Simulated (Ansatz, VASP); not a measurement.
# SnSe: VASP beside Ansatz

```
CELL_PARAMETERS angstrom
0.00000 3.02402 3.02402
3.02402 0.00000 3.02402
3.02402 3.02402 0.00000
ATOMIC_POSITIONS crystal
Sn 0.00000 0.00000 0.00000
Se 0.50000 0.50000 0.50000
```

Alike in both runs: task single point; functional PBE; k mesh 10 × 10 × 10; occupations gaussian, width 0.05 eV; no spin polarisation.

|  | VASP | Ansatz |
| --- | --- | --- |
| version | VASP 6.6.1 | Ansatz 0.2.0 |
| potentials or method | VASP PAW PBE potentials, release 64 (Sn_d, Se), cutoff 520 eV | scalar-relativistic, plane waves, PAW |
| valence electrons in the cell | 20 | 30 |

```csv
,VASP,Ansatz,Ansatz less VASP
gap on the k mesh at the Fermi level (eV),0.49,0.49,0.000
least direct gap on the mesh (eV),0.52,0.52,-0.001
pressure (GPa),0.3,0.3,+0.01
```

VASP's potentials hold 20 valence electrons a cell and Ansatz's 30, so a difference there can come from the potentials and not from the codes.
